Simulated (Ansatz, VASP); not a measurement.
## Two plane-wave programs on PPb2

The input INCAR:

```
  ALGO = Normal
  EDIFF = 1E-6
  ENCUT = 520
  GGA = PE
  ISIF = 2
  ISMEAR = 0
  LASPH = True
  LCHARG = True
  LELF = True
  LREAL = False
  LVHAR = True
  LWAVE = False
  NBANDS = 42
  NELM = 100
  PREC = Accurate
  SIGMA = 0.1
```

Contents of KPOINTS:

```
k-points
0
Gamma
  4 2 4
```

File POSCAR:

```
PPb2
1.0
    4.0110432040      0.0000000000      0.0000000000
    0.0000000000      8.2724125425      0.0000000000
    0.0000000000      0.0000000000      5.2040860751
P Pb
2 4
Direct
    0.5000000000      0.8092296784      0.0908969971
    0.0000000000      0.1907703216      0.5908969971
    0.0000000000      0.5699621778      0.9361147402
    0.5000000000      0.4300378222      0.4361147402
    0.5000000000      0.1448598949      0.9730543936
    0.0000000000      0.8551401051      0.4730543936
```

Input for Ansatz:

```yaml
crystal:
  lattice:
    - [4.011043204, 0.0, 0.0]
    - [0.0, 8.2724125425, 0.0]
    - [0.0, 0.0, 5.2040860751]
  atoms:
    - { symbol: P, position: [0.5, 0.8092296784, 0.0908969971] }
    - { symbol: P, position: [0.0, 0.1907703216, 0.5908969971] }
    - { symbol: Pb, position: [0.0, 0.5699621778, 0.9361147402] }
    - { symbol: Pb, position: [0.5, 0.4300378222, 0.4361147402] }
    - { symbol: Pb, position: [0.5, 0.1448598949, 0.9730543936] }
    - { symbol: Pb, position: [0.0, 0.8551401051, 0.4730543936] }
basis:
  ecutwfc: 420
kpoints:
  mp_grid: { grid: [4, 2, 4] }
hamiltonian:
  xc: pbe
scf:
  occupations: { method: gaussian, width: 0.1 }
  lower_state_search: "off"
output:
  forces: true
  stress: true
  eigenvalues: true
```

Change from the starting cell: the structure that the rattled cell fell into.

Alike in both runs: task single point; functional PBE; k mesh 4 × 2 × 4; occupations gaussian, width 0.1 eV; no spin polarisation.

|  | VASP | Ansatz |
| --- | --- | --- |
| version | VASP 6.6.1 | Ansatz 0.2.0 |
| potentials or method | VASP PAW PBE potentials, release 64 (P, Pb_d), cutoff 520 eV | scalar-relativistic, plane waves, PAW |
| valence electrons in the cell | 66 | 66 |

VASP gave:

| Quantity | Value |
| --- | --- |
| gap on the k mesh at the Fermi level (eV) | none |
| pressure (GPa) | 0.0 |
| traceless stress, the component that is largest in VASP (GPa) | 0.44 |
| rms of the force components (eV/Å) | 0.056 |

Which values does Ansatz return?

gap on the k mesh at the Fermi level (eV): none; pressure (GPa): 0.0; traceless stress, the component that is largest in VASP (GPa): 0.45; rms of the force components (eV/Å): 0.055.

Atom by atom the forces differ by 0.001 eV/Å (rms over components). A gap of «none» marks a metal or a gap that the smearing closes. With one functional, cell and mesh, what is left measures potentials, basis and numerics.

The k mesh is coarse, so the values compare programs but aren't converged. Neither program's run includes spin-orbit coupling.
